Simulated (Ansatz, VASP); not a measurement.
**Al2Cu: VASP beside Ansatz**

```
Al Cu
1.0
     0.00000    0.00000   -2.84639
    -4.08417    4.08417    0.00000
     8.16834    8.16834    0.00000
Al Cu
8 4
Direct
  0.50000 0.25000 0.37500
  0.50000 0.75000 0.62500
  0.50000 0.25000 0.87500
  0.50000 0.75000 0.12500
  0.50000 0.25000 0.12500
  0.50000 0.75000 0.37500
  0.50000 0.25000 0.62500
  0.50000 0.75000 0.87500
  0.00000 0.50000 0.25000
  0.00000 0.00000 0.50000
  0.00000 0.50000 0.75000
  0.00000 0.00000 0.00000
```

Alike in both runs: task single point; functional PBEsol; k mesh 16 × 8 × 4; occupations gaussian, width 0.15 eV; no spin polarisation.

|  | VASP | Ansatz |
| --- | --- | --- |
| version | VASP 6.6.1 | Ansatz 0.2.0 |
| potentials or method | VASP PAW PBE potentials, release 64 (Al, Cu), cutoff 520 eV | scalar-relativistic, plane waves, PAW |
| valence electrons in the cell | 68 | 100 |

|  | VASP | Ansatz | Ansatz less VASP |
| --- | --- | --- | --- |
| gap on the k mesh at the Fermi level (eV) | none | none | - |
| pressure (GPa) | 0.3 | 0.0 | -0.25 |
| traceless stress, the component that is largest in VASP (GPa) | -0.14 | -0.17 | -0.023 |

VASP's potentials were made for PBE, not for PBEsol. A gap of «none» marks a metal or a gap that the smearing closes. VASP's potentials hold 68 valence electrons a cell and Ansatz's 100, so a difference there can come from the potentials and not from the codes.
